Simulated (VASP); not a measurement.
# KZnF3 (Pm-3m) in VASP: further runs

Aim: see how the results for KZnF3 move with the level of theory and the settings. Levels: PBE, r2SCAN. Tasks: single point.

All numbers are computed with VASP 6.6.1; they aren't measurements. Logs are shortened: lines on timing, memory, paths and dates and some standing lists are left out, and cuts for length are marked.

## 1. The cell of the first run

Symmetry: Pm-3m, No. 221, cubic system. The conventional cell has a = 4.046 Å, b = 4.046 Å, c = 4.046 Å, α = 90.00°, β = 90.00°, γ = 90.00°. K (site symmetry m-3m) has 12 F at 2.86 Å and 8 Zn at 3.50 Å within 3.8 Å. Within 2.7 Å of Zn (site symmetry m-3m) lie 6 F at 2.02 Å. F (site symmetry 4/mmm) has 2 Zn at 2.02 Å within 2.7 Å.

## 2. Single point, PBE

File INCAR:

```
SYSTEM = KZnF3
PREC = Accurate
ENCUT = 520
EDIFF = 1E-7
ISMEAR = 0
SIGMA = 0.01
LREAL = .FALSE.
LASPH = .TRUE.
NELM = 60
ALGO = Normal
ISIF = 2
LWAVE = .FALSE.
LCHARG = .FALSE.
GGA = PE
NBANDS = 29
```

File KPOINTS:

```
regular mesh
0
G
  6 6 6
  0 0 0
```

File POSCAR:

```
KZnF3
1.0
    4.0461680383      0.0000000000      0.0000000000
    0.0000000000      4.0461680383      0.0000000000
    0.0000000000      0.0000000000      4.0461680383
K Zn F
1 1 3
Direct
    0.0000000000      0.0000000000      0.0000000000
    0.5000000000      0.5000000000      0.5000000000
    0.5000000000      0.5000000000      0.0000000000
    0.0000000000      0.5000000000      0.5000000000
    0.5000000000      0.0000000000      0.5000000000
```

Potentials or basis: VASP PAW PBE potentials, release 64 (K_sv, Zn, F).

Run with:

```bash
$ cat potpaw_PBE.64/K_sv/POTCAR potpaw_PBE.64/Zn/POTCAR potpaw_PBE.64/F/POTCAR > POTCAR
$ mpirun -np 1 vasp_std > vasp.out
```

OUTCAR:

```text
SYSTEM = KZnF3
   PREC = Accurate
   ENCUT = 520
   EDIFF = 1E-7
   ISMEAR = 0
   LREAL = .FALSE.
   LASPH = .TRUE.
   NELM = 60
   ISIF = 2
   GGA = PE

 ion  position               nearest neighbor table
   1  0.000  0.000  0.000-
   2  0.500  0.500  0.500-   3 2.02   4 2.02   5 2.02   3 2.02   5 2.02   4 2.02
   3  0.500  0.500  0.000-   2 2.02   2 2.02
   4  0.000  0.500  0.500-   2 2.02   2 2.02
   5  0.500  0.000  0.500-   2 2.02   2 2.02

  LATTYP: Found a simple cubic cell.
 ALAT       =     4.0461680383

  Lattice vectors:

 A1 = (   4.0461680383,   0.0000000000,   0.0000000000)
 A2 = (   0.0000000000,   4.0461680383,   0.0000000000)
 A3 = (   0.0000000000,   0.0000000000,   4.0461680383)

Analysis of symmetry for initial positions (statically):
=====================================================================
 Subroutine PRICEL returns:
 Original cell was already a primitive cell.

 Routine SETGRP: Setting up the symmetry group for a
 simple cubic supercell.

 Subroutine GETGRP returns: Found 48 space group operations
 (whereof 48 operations were pure point group operations)
 out of a pool of 48 trial point group operations.

The static configuration has the point symmetry O_h .

Analysis of symmetry for dynamics (positions and initial velocities):
=====================================================================
 Subroutine PRICEL returns:
 Original cell was already a primitive cell.

 Routine SETGRP: Setting up the symmetry group for a
 simple cubic supercell.

 Subroutine GETGRP returns: Found 48 space group operations
 (whereof 48 operations were pure point group operations)
 out of a pool of 48 trial point group operations.

The dynamic configuration has the point symmetry O_h .

 Subroutine INISYM returns: Found 48 space group operations
 (whereof 48 operations are pure point group operations),
 and found     1 'primitive' translations

----------------------------------------------------------------------------------------

                                     Primitive cell

  volume of cell :      66.2417

  direct lattice vectors                    reciprocal lattice vectors
     4.046168038  0.000000000  0.000000000     0.247147422  0.000000000  0.000000000
     0.000000000  4.046168038  0.000000000     0.000000000  0.247147422  0.000000000
     0.000000000  0.000000000  4.046168038     0.000000000  0.000000000  0.247147422

  length of vectors
     4.046168038  4.046168038  4.046168038     0.247147422  0.247147422  0.247147422

  position of ions in fractional coordinates (direct lattice)
     0.000000000  0.000000000  0.000000000
     0.500000000  0.500000000  0.500000000
     0.500000000  0.500000000  0.000000000
     0.000000000  0.500000000  0.500000000
     0.500000000  0.000000000  0.500000000

  ion indices of the primitive-cell ions
   primitive index   ion index
                 1           1
                 2           2
                 3           3
                 4           4
                 5           5

----------------------------------------------------------------------------------------

 KPOINTS: regular mesh

Automatic generation of k-mesh.
 Grid dimensions read from file:
 generate k-points for:    6    6    6

 Generating k-lattice:

  Cartesian coordinates                     Fractional coordinates (reciprocal lattice)
     0.041191237  0.000000000  0.000000000     0.166666667  0.000000000  0.000000000
     0.000000000  0.041191237  0.000000000     0.000000000  0.166666667  0.000000000
     0.000000000  0.000000000  0.041191237     0.000000000  0.000000000  0.166666667

  Length of vectors
     0.041191237  0.041191237  0.041191237

  Shift w.r.t. Gamma in fractional coordinates (k-lattice)
     0.000000000  0.000000000  0.000000000

 Subroutine IBZKPT returns following result:
 ===========================================

 Found     20 irreducible k-points:

 Following reciprocal coordinates:
            Coordinates               Weight
  0.000000  0.000000  0.000000      1.000000
  0.166667  0.000000  0.000000      6.000000
  0.333333  0.000000  0.000000      6.000000
  0.500000  0.000000  0.000000      3.000000
  0.166667  0.166667  0.000000     12.000000
  0.333333  0.166667  0.000000     24.000000
[... 12 lines left out ...]
  0.500000  0.500000  0.333333      6.000000
  0.500000  0.500000  0.500000      1.000000
   k-points           NKPTS =     20   k-points in BZ     NKDIM =     20   number of bands    NBANDS=     29
   number of dos      NEDOS =    301   number of ions     NIONS =      5
   total plane-waves  NPLWV =  27000
   dimension x,y,z NGX =    30 NGY =   30 NGZ =   30
   dimension x,y,z NGXF=    60 NGYF=   60 NGZF=   60
   ions per type =               1   1   3
   NGX,Y,Z   is equivalent  to a cutoff of  12.33, 12.33, 12.33 a.u.
   NGXF,Y,Z  is equivalent  to a cutoff of  24.65, 24.65, 24.65 a.u.
 SYSTEM =  KZnF3
   PREC   = accura    normal or accurate (medium, high low for compatibility)
   ISTART =      0    job   : 0-new  1-cont  2-samecut
   ICHARG =      2    charge: 1-file 2-atom 10-const
   ISPIN  =      1    spin polarized calculation?
   LNONCOLLINEAR =      F non collinear calculations
   LSORBIT =      F    spin-orbit coupling
   LASPH  =      T    aspherical Exc in radial PAW
   ENCUT  =  520.0 eV  38.22 Ry    6.18 a.u.   7.52  7.52  7.52*2*pi/ulx,y,z
   NELM   =     60;   NELMIN=  2; NELMDL= -5     # of ELM steps
   EDIFF  = 0.1E-06   stopping-criterion for ELM
   LREAL  =      F    real-space projection
   EDIFFG = 0.1E-05   stopping-criterion for IOM
   NSW    =      0    number of steps for IOM
   IBRION =     -1    ionic relax: 0-MD 1-quasi-New 2-CG
   NFREE  =      0    steps in history (QN), initial steepest desc. (CG)
   ISIF   =      2    stress and relaxation
   ISYM   =      2    0-nonsym 1-usesym 2-fastsym
   POTIM  = 0.5000    time-step for ionic-motion
   TEBEG  =    0.0;   TEEND  =   0.0 temperature during run
   PSTRESS=    0.0 pullay stress
   NELECT =      42.0000    total number of electrons
   NUPDOWN=      -1.0000    fix difference up-down
   EMIN   =  10.00;   EMAX   =-10.00  energy-range for DOS
   EFERMI =   0.00;   METHOD = LEGACY
   ISMEAR =     0;   SIGMA  =   0.01  broadening in eV -4-tet -1-fermi 0-gaus
   EFERMI_NEDOS =   21; number of points for ismear=-14 and -15
   IALGO  =     38    algorithm
   IMIX   =      4    mixing-type and parameters
     AMIX     =   0.40;   BMIX     =  1.00
     AMIX_MAG =   1.60;   BMIX_MAG =  1.00
  volume/ion in A,a.u.               =      13.25        89.40
  Fermi-wavevector in a.u.,A,eV,Ry     =   1.406417  2.657742 26.912432  1.978008
  Thomas-Fermi vector in A             =   2.528779
   LORBIT       =      0    0 simple, 1 ext, 2 COOP (PROOUT), +10 PAW based schemes
   GGA     = PE    functional components
   LHFCALC =     F    Hartree Fock is set to
   AEXX    =    0.0000 exact exchange contribution
   IVDW    =     0    specifies the selected vdW correction
   LEPSILON=     F    determine dielectric tensor
   LRPA    =     F    only Hartree local field effects (RPA)
 non-spin polarized calculation
 Gauss-broadening in eV      SIGMA  =   0.01
  energy-cutoff  :      520.00
  volume of cell :       66.24
 maximum number of plane-waves:      1804
   NGX = 15   NGY = 15   NGZ = 15

 number of electron      41.9999980 magnetization

 Free energy of the ion-electron system (eV)
  ---------------------------------------------------
  ext. energy  EPLUGINS =         0.00000000
  ---------------------------------------------------
  free energy    TOTEN  =       -20.25840247 eV

  energy without entropy =      -20.25840247  energy(sigma->0) =      -20.25840247

 E-fermi :  -0.6489     XC(G=0):  -9.8937

 val. band max:       -0.7265640057   @ k =   0.5000   0.5000   0.5000
 cond. band min:       3.0732904355   @ k =   0.0000   0.0000   0.0000
 fundamental gap:      3.7998544411
 Fermi energy:        -0.6488678003

 k-point     1 :       0.0000    0.0000    0.0000
  band No.  band energies     occupation
      1     -27.8339      2.00000
      2     -22.3631      2.00000
      3     -21.7322      2.00000
      4     -21.7322      2.00000
      5     -11.3204      2.00000
      6     -11.3204      2.00000
[... 21 lines left out ...]
     28      10.2950      0.00000
     29      13.4441      0.00000

 k-point     2 :       0.1667    0.0000    0.0000
  band No.  band energies     occupation
      1     -27.8283      2.00000
      2     -22.3299      2.00000
      3     -21.7625      2.00000
      4     -21.7309      2.00000
      5     -11.3198      2.00000
      6     -11.3091      2.00000
[... 21 lines left out ...]
     28      10.3680      0.00000
     29      13.2167      0.00000

 k-point     3 :       0.3333    0.0000    0.0000
  band No.  band energies     occupation
      1     -27.8170      2.00000
      2     -22.2532      2.00000
      3     -21.8335      2.00000
      4     -21.7270      2.00000
      5     -11.3182      2.00000
      6     -11.2863      2.00000
[... 21 lines left out ...]
     28      10.5267      0.00000
     29      12.7630      0.00000

 k-point     4 :       0.5000    0.0000    0.0000
  band No.  band energies     occupation
      1     -27.8114      2.00000
      2     -22.2038      2.00000
      3     -21.8806      2.00000
      4     -21.7253      2.00000
      5     -11.3174      2.00000
      6     -11.2747      2.00000
[... 469 lines left out ...]
     28      11.8405      0.00000
     29      11.8562      0.00000

 k-point    19 :       0.5000    0.5000    0.3333
  band No.  band energies     occupation
      1     -27.7869      2.00000
      2     -21.8988      2.00000
      3     -21.8833      2.00000
      4     -21.8833      2.00000
      5     -11.4585      2.00000
      6     -11.4585      2.00000
[... 21 lines left out ...]
     28      11.8490      0.00000
     29      12.2391      0.00000

 k-point    20 :       0.5000    0.5000    0.5000
  band No.  band energies     occupation
      1     -27.7841      2.00000
      2     -21.8787      2.00000
      3     -21.8787      2.00000
      4     -21.8787      2.00000
      5     -11.4819      2.00000
      6     -11.4819      2.00000
[... 21 lines left out ...]
     28      11.7974      0.00000
     29      12.7856      0.00000

------------------------ aborting loop because EDIFF is reached ----------------------------------------

  FORCE on cell =-STRESS in cart. coord.  units (eV):
  Direction    XX          YY          ZZ          XY          YZ          ZX
  --------------------------------------------------------------------------------------
  -------------------------------------------------------------------------------------
  Total        2.1426095      2.1426095      2.1426095      0.0000000     -0.0000000      0.0000000
  in kB       51.8229168     51.8229168     51.8229168      0.0000000     -0.0000000      0.0000000
  external PRESSURE =      51.8229168 kB  Pullay stress =       0.0000000 kB

 VOLUME and BASIS-vectors are now :
 -----------------------------------------------------------------------------
  energy-cutoff  :      520.00
  volume of cell :       66.24
      direct lattice vectors                 reciprocal lattice vectors
     4.046168038  0.000000000  0.000000000     0.247147422  0.000000000  0.000000000
     0.000000000  4.046168038  0.000000000     0.000000000  0.247147422  0.000000000
     0.000000000  0.000000000  4.046168038     0.000000000  0.000000000  0.247147422

 POSITION                                       TOTAL-FORCE (eV/Angst)
 -----------------------------------------------------------------------------------
      0.00000      0.00000      0.00000         0.000000      0.000000      0.000000
      2.02308      2.02308      2.02308         0.000000      0.000000      0.000000
      2.02308      2.02308      0.00000         0.000000      0.000000      0.000000
      0.00000      2.02308      2.02308         0.000000      0.000000      0.000000
      2.02308      0.00000      2.02308         0.000000      0.000000      0.000000
 -----------------------------------------------------------------------------------
    total drift:                                0.000000      0.000000     -0.000000

  FREE ENERGIE OF THE ION-ELECTRON SYSTEM (eV)
  ---------------------------------------------------
  free  energy   TOTEN  =       -20.2584024717 eV

  energy  without entropy=      -20.2584024717  energy(sigma->0) =      -20.25840247
```

Wall time 41 s (1 thread of Intel Xeon 6975P-C, shared host); peak memory 0.19 GiB.

What came out:

```
Free energy            : -20.2584 eV
Pressure               : 5.2 GPa
Band gap on the k mesh : 3.80 eV, indirect (least direct gap 5.67 eV)
```

A k mesh can miss the band edges. PBE gaps usually lie below the measured ones, often by a third to a half.

## 3. Single point, PBE

File INCAR:

```
PREC     = Accurate       # precision mode
ENCUT    = 520            # plane-wave cutoff, eV
EDIFF    = 1E-6           # SCF threshold, eV
ISMEAR   = 0              # smearing method
SIGMA    = 0.01           # smearing width, eV
LREAL    = F              # projectors in reciprocal space
LASPH    = T              # aspherical terms in the spheres
NELM     = 100            # most SCF steps
ALGO     = Normal         # electronic algorithm
ISIF     = 2              # what is computed and relaxed
LWAVE    = F              # write WAVECAR
LCHARG   = T              # write CHGCAR
GGA      = PE             # functional
LELF     = T              # ELF
LVHAR    = T            
NBANDS   = 29             # bands
```

File KPOINTS:

```
regular mesh
0
Gamma
  6 6 6
```

POSCAR is that of step 2.

Potentials or basis: VASP PAW PBE potentials, release 64 (K_sv, Zn, F).

Run with:

```bash
$ cat potpaw_PBE.64/K_sv/POTCAR potpaw_PBE.64/Zn/POTCAR potpaw_PBE.64/F/POTCAR > POTCAR
$ mpirun -np 1 vasp_std > vasp.out
```

It took 39 s on 1 thread of Intel Xeon 6975P-C, shared host; peak memory 0.19 GiB.

It converged, with:

```yaml
Free_energy: -20.2584 eV
Pressure: 5.2 GPa
Band_gap_on_the_k_mesh: 3.80 eV, indirect (least direct gap 5.67 eV)
```

Levels at points of the mesh, in eV from the valence-band top:
```
           k point  band 18  band 19  band 20  band 21  band 22  band 23  band 24  band 25
(0.00, 0.00, 0.00)    -2.08    -1.87    -1.87    -1.87     3.80     8.68     8.68     9.41
(0.50, 0.00, 0.00)    -2.05    -1.71    -1.71    -1.58     6.58     8.30     9.64    11.08
(0.50, 0.50, 0.00)    -1.80    -1.80    -1.53     0.00     8.05    10.12    10.16    10.16
(0.50, 0.50, 0.50)    -1.51    -1.51     0.00     0.00     8.42     8.42     8.42    10.25
```

A k mesh can miss the band edges. As with any semilocal functional, this PBE gap is likely too small.

## 4. Single point, r2SCAN

POSCAR is that of step 3.

File INCAR.step1:

```
  ALGO = Normal
  EDIFF = 1E-4
  ENCUT = 520
  GGA = PE
  ISMEAR = 0
  LASPH = T
  LCHARG = F
  LREAL = F
  LWAVE = T
  NBANDS = 29
  NELM = 60
  PREC = Accurate
  SIGMA = 0.01
```

File INCAR.step2:

```
  ALGO = Normal
  EDIFF = 1E-6
  ENCUT = 520
  ISIF = 2
  ISMEAR = 0
  ISTART = 1
  LASPH = T
  LCHARG = F
  LMIXTAU = T
  LREAL = F
  LWAVE = F
  METAGGA = R2SCAN
  NBANDS = 29
  NELM = 60
  PREC = Accurate
  SIGMA = 0.01
```

File KPOINTS:

```
k-points
0
Gamma
  6 6 6
```

Run with:

```bash
$ cat potpaw_PBE.64/K_sv/POTCAR potpaw_PBE.64/Zn/POTCAR potpaw_PBE.64/F/POTCAR > POTCAR
$ cp INCAR.step1 INCAR
$ mpirun -np 1 vasp_std > vasp.out
$ cp INCAR.step2 INCAR
$ mpirun -np 1 vasp_std > vasp.out
```

It took 1.9 min on 1 thread of Intel Xeon 6975P-C, shared host; peak memory 0.19 GiB.

It converged, with:

```yaml
Free_energy: -38.3559 eV
Pressure: 0.3 GPa
Band_gap_on_the_k_mesh: 4.59 eV, indirect (least direct gap 6.59 eV)
```

Levels at points of the mesh, in eV from the valence-band top:
```tsv
k point	band 17	band 18	band 19	band 20	band 21	band 22	band 23	band 24	band 25	band 26
(0.00, 0.00, 0.00)	-2.23	-2.23	-2.00	-2.00	-2.00	4.59	9.28	9.28	10.28	11.78
(0.50, 0.00, 0.00)	-2.18	-2.18	-1.80	-1.80	-1.51	7.37	9.02	10.26	11.87	11.87
(0.50, 0.50, 0.00)	-2.09	-1.88	-1.88	-1.66	0.00	8.85	10.81	11.01	11.01	12.21
(0.50, 0.50, 0.50)	-1.65	-1.65	-1.65	0.00	0.00	9.19	9.19	9.19	11.20	13.26
```

Caveat: the PAW data sets were made with another functional, which shifts forces and pressure a little. r2SCAN opens gaps a little over a GGA but as a rule still falls short of measured ones.
